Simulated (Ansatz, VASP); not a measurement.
One calculation of RbBr, two programs

```
Rb Br
1.0
     4.12425    0.00000    0.00000
     0.00000    4.12425    0.00000
     0.00000    0.00000    4.12425
Rb Br
1 1
Direct
  0.00000 0.00000 0.00000
  0.50000 0.50000 0.50000
```

Alike in both runs: task single point; functional PBE; k mesh 4 × 4 × 4; occupations methfessel-paxton of order 1, width 0.001 eV; no spin polarisation.

```csv
,VASP,Ansatz
version,VASP 6.6.1,Ansatz 0.2.0
potentials or method,"VASP PAW PBE potentials, release 64 (Rb_sv, Br)",plane waves
plane-wave cutoff (eV),500,420
valence electrons in the cell,16,16
```

Ansatz gave:

| Quantity | Value |
| --- | --- |
| gap on the k mesh at the Fermi level (eV) | 4.09 |
| pressure (GPa) | 0.8 |

Q: Which values does VASP return?

A: gap on the k mesh at the Fermi level (eV): 4.08; pressure (GPa): 0.9.
